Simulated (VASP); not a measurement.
# B (Fmmm) in VASP: relaxation of cell and atoms with PBE

Aim: the relaxation of cell and atoms of B with PBE.

Program: VASP 6.6.1. These are calculated values, not measurements. Logs are shortened: lines on timing, memory, paths and dates and some standing lists are left out, and cuts for length are marked.

## 1. The cell of the first run

It takes space group Fmmm (No. 69, orthorhombic). The conventional cell has a = 1.707 Å, b = 2.976 Å, c = 6.927 Å, α = 90.00°, β = 90.00°, γ = 90.00°. B (site symmetry mmm) has 6 B at 1.71 to 1.72 Å within 2.3 Å.

The cell was generated, and may not be a known phase.

## 2. Relaxation of cell and atoms, PBE

Input file INCAR:

```
PREC     = Accurate       # precision mode
ENCUT    = 600            # plane-wave cutoff, eV
EDIFF    = 1E-6           # SCF threshold, eV
ISMEAR   = 0              # smearing method
SIGMA    = 0.1            # smearing width, eV
LREAL    = False          # projectors in reciprocal space
LASPH    = True           # aspherical terms in the spheres
NELM     = 80             # most SCF steps
ALGO     = Normal         # electronic algorithm
ISIF     = 3              # what is computed and relaxed
LWAVE    = False          # write WAVECAR
LCHARG   = False          # write CHGCAR
GGA      = PE             # functional
IBRION   = 2              # ionic algorithm
NSW      = 100            # ionic steps
EDIFFG   = -0.01          # ionic threshold
```

Input file KPOINTS:

```
Automatic mesh
0
Gamma
  38 38 38
```

Input file POSCAR:

```
B
1.0
    0.0000000000      1.4880282532      3.4637354218
    0.8533814641      0.0000000000      3.4637354218
    0.8533814641      1.4880282532      0.0000000000
B
1
Direct
    0.5000000000      0.5000000000      0.5000000000
```

Potentials or basis: VASP PAW PBE potentials, release 64 (B).

On the command line:

```bash
$ cat potpaw_PBE.64/B/POTCAR > POTCAR
$ mpirun -np 1 vasp_std > vasp.out
```

OUTCAR:

```text
PREC = Accurate
   ENCUT = 600
   EDIFF = 1E-6
   ISMEAR = 0
   LREAL = False
   LASPH = True
   NELM = 80
   ISIF = 3
   GGA = PE
   IBRION = 2
   NSW = 100
   EDIFFG = -0.01

 ion  position               nearest neighbor table
   1  0.500  0.500  0.500-

  LATTYP: Found a face centered orthorhombic cell.
 ALAT       =     1.7067629282
 B/A-ratio  =     1.7436847597
 C/A-ratio  =     4.0588360159

  Lattice vectors:

 A1 = (   0.0000000000,   1.4880282532,   3.4637354218)
 A2 = (   0.8533814641,   0.0000000000,   3.4637354218)
 A3 = (   0.8533814641,   1.4880282532,   0.0000000000)

Analysis of symmetry for initial positions (statically):
=====================================================================
 Subroutine PRICEL returns:
 Original cell was already a primitive cell.

 Routine SETGRP: Setting up the symmetry group for a
 face centered orthorhombic supercell.

 Subroutine GETGRP returns: Found  8 space group operations
 (whereof  8 operations were pure point group operations)
 out of a pool of  8 trial point group operations.

The static configuration has the point symmetry D_2h.

Analysis of symmetry for dynamics (positions and initial velocities):
=====================================================================
 Subroutine PRICEL returns:
 Original cell was already a primitive cell.

 Routine SETGRP: Setting up the symmetry group for a
 face centered orthorhombic supercell.

 Subroutine GETGRP returns: Found  8 space group operations
 (whereof  8 operations were pure point group operations)
 out of a pool of  8 trial point group operations.

The dynamic configuration has the point symmetry D_2h.

 Subroutine INISYM returns: Found  8 space group operations
 (whereof  8 operations are pure point group operations),
 and found     1 'primitive' translations

----------------------------------------------------------------------------------------

                                     Primitive cell

  volume of cell :       8.7969

  direct lattice vectors                    reciprocal lattice vectors
     0.000000000  1.488028253  3.463735422    -0.585904453  0.336015125  0.144352827
     0.853381464  0.000000000  3.463735422     0.585904453 -0.336015125  0.144352827
     0.853381464  1.488028253  0.000000000     0.585904453  0.336015125 -0.144352827

  length of vectors
     3.769839672  3.567313134  1.715368184     0.690672087  0.690672087  0.690672087

  position of ions in fractional coordinates (direct lattice)
     0.500000000  0.500000000  0.500000000

  ion indices of the primitive-cell ions
   primitive index   ion index
                 1           1

----------------------------------------------------------------------------------------

 KPOINTS: Automatic mesh

Automatic generation of k-mesh.
 Grid dimensions read from file:
 generate k-points for:   38   38   38

 Generating k-lattice:

  Cartesian coordinates                     Fractional coordinates (reciprocal lattice)
    -0.015418538  0.008842503  0.003798759     0.026315789 -0.000000000 -0.000000000
     0.015418538 -0.008842503  0.003798759     0.000000000  0.026315789  0.000000000
     0.015418538  0.008842503 -0.003798759     0.000000000  0.000000000  0.026315789

  Length of vectors
     0.018175581  0.018175581  0.018175581

  Shift w.r.t. Gamma in fractional coordinates (k-lattice)
     0.000000000  0.000000000  0.000000000

 Subroutine IBZKPT returns following result:
 ===========================================

 Found   7430 irreducible k-points:

 Following reciprocal coordinates:
            Coordinates               Weight
  0.000000  0.000000  0.000000      1.000000
  0.026316  0.000000 -0.000000      8.000000
  0.052632  0.000000 -0.000000      8.000000
  0.078947  0.000000  0.000000      8.000000
  0.105263  0.000000 -0.000000      8.000000
  0.131579 -0.000000 -0.000000      8.000000
[... 16 lines left out ...]
  0.078947  0.026316  0.000000      8.000000
  0.105263  0.026316  0.000000      8.000000
 [... further k-points ...]
   k-points           NKPTS =   7430   k-points in BZ     NKDIM =   7430   number of bands    NBANDS=      5
   number of dos      NEDOS =    301   number of ions     NIONS =      1
   total plane-waves  NPLWV =  11760
   dimension x,y,z NGX =    30 NGY =   28 NGZ =   14
   dimension x,y,z NGXF=    60 NGYF=   56 NGZF=   28
   ions per type =               1
   NGX,Y,Z   is equivalent  to a cutoff of  13.23, 13.05, 13.57 a.u.
   NGXF,Y,Z  is equivalent  to a cutoff of  26.46, 26.10, 27.14 a.u.
 SYSTEM =  unknown system
   PREC   = accura    normal or accurate (medium, high low for compatibility)
   ISTART =      0    job   : 0-new  1-cont  2-samecut
   ICHARG =      2    charge: 1-file 2-atom 10-const
   ISPIN  =      1    spin polarized calculation?
   LNONCOLLINEAR =      F non collinear calculations
   LSORBIT =      F    spin-orbit coupling
   LASPH  =      T    aspherical Exc in radial PAW
   ENCUT  =  600.0 eV  44.10 Ry    6.64 a.u.   7.53  7.12  3.43*2*pi/ulx,y,z
   NELM   =     80;   NELMIN=  2; NELMDL= -5     # of ELM steps
   EDIFF  = 0.1E-05   stopping-criterion for ELM
   LREAL  =      F    real-space projection
   EDIFFG = -.1E-01   stopping-criterion for IOM
   NSW    =    100    number of steps for IOM
   IBRION =      2    ionic relax: 0-MD 1-quasi-New 2-CG
   NFREE  =      1    steps in history (QN), initial steepest desc. (CG)
   ISIF   =      3    stress and relaxation
   ISYM   =      2    0-nonsym 1-usesym 2-fastsym
   POTIM  = 0.5000    time-step for ionic-motion
   TEBEG  =    0.0;   TEEND  =   0.0 temperature during run
   PSTRESS=    0.0 pullay stress
   NELECT =       3.0000    total number of electrons
   NUPDOWN=      -1.0000    fix difference up-down
   EMIN   =  10.00;   EMAX   =-10.00  energy-range for DOS
   EFERMI =   0.00;   METHOD = LEGACY
   ISMEAR =     0;   SIGMA  =   0.10  broadening in eV -4-tet -1-fermi 0-gaus
   EFERMI_NEDOS =   21; number of points for ismear=-14 and -15
   IALGO  =     38    algorithm
   IMIX   =      4    mixing-type and parameters
     AMIX     =   0.40;   BMIX     =  1.00
     AMIX_MAG =   1.60;   BMIX_MAG =  1.00
  volume/ion in A,a.u.               =       8.80        59.36
  Fermi-wavevector in a.u.,A,eV,Ry     =   1.143770  2.161413 17.799290  1.308211
  Thomas-Fermi vector in A             =   2.280465
   LORBIT       =      0    0 simple, 1 ext, 2 COOP (PROOUT), +10 PAW based schemes
   GGA     = PE    functional components
   LHFCALC =     F    Hartree Fock is set to
   AEXX    =    0.0000 exact exchange contribution
   IVDW    =     0    specifies the selected vdW correction
   LEPSILON=     F    determine dielectric tensor
   LRPA    =     F    only Hartree local field effects (RPA)
 conjugate gradient relaxation of ions
 non-spin polarized calculation
 Gauss-broadening in eV      SIGMA  =   0.10
  energy-cutoff  :      600.00
  volume of cell :        8.80
 maximum number of plane-waves:       307
   NGX = 15   NGY = 15   NGZ =  7

--------------------------------------- Ionic step        1  -------------------------------------------

 number of electron       3.0000000 magnetization

 Free energy of the ion-electron system (eV)
  ---------------------------------------------------
  ext. energy  EPLUGINS =         0.00000000
  ---------------------------------------------------
  free energy    TOTEN  =        -5.98898782 eV

  energy without entropy =       -5.98750485  energy(sigma->0) =       -5.98824634

------------------------ aborting loop because EDIFF is reached ----------------------------------------

  FORCE on cell =-STRESS in cart. coord.  units (eV):
  Direction    XX          YY          ZZ          XY          YZ          ZX
  --------------------------------------------------------------------------------------
  -------------------------------------------------------------------------------------
  Total        0.0429498     -0.1165902      0.1542247      0.0000000      0.0000000      0.0000000
  in kB        7.8224436    -21.2345782     28.0889478      0.0000000      0.0000000      0.0000000
  external PRESSURE =       4.8922711 kB  Pullay stress =       0.0000000 kB
[... 86 lines left out ...]
  FREE ENERGIE OF THE ION-ELECTRON SYSTEM (eV)
  ---------------------------------------------------
  free  energy   TOTEN  =        -5.9906069975 eV

  energy  without entropy=       -5.9891719897  energy(sigma->0) =       -5.98988949

 E-fermi :   5.1365     XC(G=0): -10.0243

 val. band max:        5.1335643923   @ k =   0.2632  -0.4211   0.0789
 cond. band min:       5.1386243297   @ k =  -0.2105   0.1842   0.3947
 fundamental gap:      0.0050599374
 Fermi energy:         5.1364684128

 k-point     1 :       0.0000    0.0000    0.0000
  band No.  band energies     occupation
      1     -11.9296      2.00000
      2      -1.4863      2.00000
      3       7.5528      0.00000
      4      29.2104      0.00000
      5      29.6397      0.00000
[... 177 lines left out ...]
 k-point    24 :       0.1053    0.0263    0.0000
  band No.  band energies     occupation
      1     -11.6333      2.00000
      2      -1.1855      2.00000
      3       8.1051      0.00000
      4      27.7254      0.00000
      5      28.7035      0.00000

 [... further k-points ...]

[... ionic steps 4 to 14 ...]

--------------------------------------- Ionic step       15  -------------------------------------------

 number of electron       3.0000000 magnetization

------------------------ aborting loop because EDIFF is reached ----------------------------------------
[... 65 lines left out ...]
--------------------------------------- Ionic step       17  -------------------------------------------

 number of electron       3.0000000 magnetization

 Free energy of the ion-electron system (eV)
  ---------------------------------------------------
  ext. energy  EPLUGINS =         0.00000000
  ---------------------------------------------------
  free energy    TOTEN  =        -5.99797984 eV

  energy without entropy =       -5.99668023  energy(sigma->0) =       -5.99733004

 E-fermi :   4.5418     XC(G=0):  -9.5320

 val. band max:        4.5416364978   @ k =  -0.3684   0.0526   0.3421
 cond. band min:       4.5420169357   @ k =   0.2895  -0.3684   0.2368
 fundamental gap:      0.0003804379
 Fermi energy:         4.5418063539

 k-point     1 :       0.0000    0.0000    0.0000
  band No.  band energies     occupation
      1     -12.5344      2.00000
      2      -2.5216      2.00000
      3       6.6040      0.00000
      4      26.0617      0.00000
      5      29.1013      0.00000
[... 177 lines left out ...]
 k-point    24 :       0.1053    0.0263    0.0000
  band No.  band energies     occupation
      1     -12.2425      2.00000
      2      -2.1748      2.00000
      3       7.1231      0.00000
      4      25.5037      0.00000
      5      27.6069      0.00000

 [... further k-points ...]

------------------------ aborting loop because EDIFF is reached ----------------------------------------

  FORCE on cell =-STRESS in cart. coord.  units (eV):
  Direction    XX          YY          ZZ          XY          YZ          ZX
  --------------------------------------------------------------------------------------
  -------------------------------------------------------------------------------------
  Total       -0.0055827      0.0096087      0.0024759      0.0000000      0.0000000      0.0000000
  in kB       -0.8929159      1.5368339      0.3959993      0.0000000      0.0000000      0.0000000
  external PRESSURE =       0.3466391 kB  Pullay stress =       0.0000000 kB
[... 16 lines left out ...]
  FREE ENERGIE OF THE ION-ELECTRON SYSTEM (eV)
  ---------------------------------------------------
  free  energy   TOTEN  =        -5.9979798440 eV

  energy  without entropy=       -5.9966802288  energy(sigma->0) =       -5.99733004

 reached required accuracy - stopping structural energy minimisation
```

Run time: 49 min. Hardware: 1 thread of AMD EPYC 7R13 (Zen 3), shared host; peak memory 0.49 GiB.

Results:

```yaml
Free_energy: -5.9980 eV
Relaxed_volume: 10.02 Å³/atom
Relaxed_cell: a = 4.218 Å, b = 4.041 Å, c = 1.711 Å, α = 83.92°, β = 72.29°, γ = 23.79°
Space_group_after_relaxing_to_0.1_Å: Fmmm (No. 69)
Energy_gained_by_relaxing: 9.0 meV/atom
Ionic_steps: 17
Pressure_after_relaxing: 0.0 GPa
Band_gap_on_the_k_mesh: zero (an odd number of electrons rules out a gap without spin polarisation)
```

The path:
| step | energy change (eV) | largest force (eV/Å) | pressure (GPa) | volume (Å³) |
| --- | --- | --- | --- | --- |
| 1 | 0.0000 | 0.0000 | 0.49 | 8.80 |
| 2 | -0.0014 | 0.0000 | 1.40 | 8.83 |
| 3 | -0.0016 | 0.0000 | 2.06 | 8.85 |
| 4 | -0.0025 | 0.0000 | 1.53 | 8.92 |
| 5 | -0.0042 | 0.0000 | -0.08 | 9.12 |
| 6 | -0.0042 | 0.0000 | -2.90 | 9.53 |
| 7 | -0.0047 | 0.0000 | -1.66 | 9.34 |
| 8 | -0.0054 | 0.0000 | -1.50 | 9.38 |
| 9 | -0.0071 | 0.0000 | -1.02 | 9.51 |
| 10 | -0.0087 | 0.0000 | -0.02 | 9.76 |
| 11 | -0.0088 | 0.0000 | 0.35 | 9.85 |
| 12 | -0.0088 | 0.0000 | 0.30 | 9.84 |
| 13 | -0.0089 | 0.0000 | 0.20 | 9.87 |
| 14 | -0.0090 | 0.0000 | -0.12 | 9.98 |
| 15 | -0.0090 | 0.0000 | -0.15 | 9.99 |
| 16 | -0.0090 | 0.0000 | -0.18 | 10.00 |
| 17 | -0.0090 | 0.0000 | 0.03 | 10.02 |

Final structure:
```cif
data_structure
_symmetry_space_group_name_H-M 'P 1'
_symmetry_Int_Tables_number 1
_cell_length_a 4.2182
_cell_length_b 4.0410
_cell_length_c 1.7112
_cell_angle_alpha 83.918
_cell_angle_beta 72.292
_cell_angle_gamma 23.790
_cell_volume 10.02
loop_
_atom_site_label
_atom_site_type_symbol
_atom_site_fract_x
_atom_site_fract_y
_atom_site_fract_z
_atom_site_occupancy
B1 B 0.50000 0.50000 0.50000 1
```

Levels at points of the mesh, in eV from the Fermi level:
| k point | band 1 | band 2 | band 3 | band 4 | band 5 |
| --- | --- | --- | --- | --- | --- |
| (0.00, 0.00, 0.00) | -17.08 | -7.06 | 2.06 | 21.52 | 24.56 |
| (0.50, 0.00, 0.00) | -8.76 | 1.24 | 5.64 | 12.52 | 15.91 |
| (0.50, 0.50, 0.00) | -16.91 | -8.26 | 7.36 | 11.19 | 24.56 |
| (0.50, 0.00, 0.50) | -8.77 | 1.15 | 5.98 | 13.81 | 15.88 |
| (0.00, 0.50, 0.50) | -8.74 | 1.37 | 5.36 | 11.65 | 15.87 |

Caveat: an odd number of electrons without spin polarisation forces a metal; a magnetic or distorted state may lie lower.
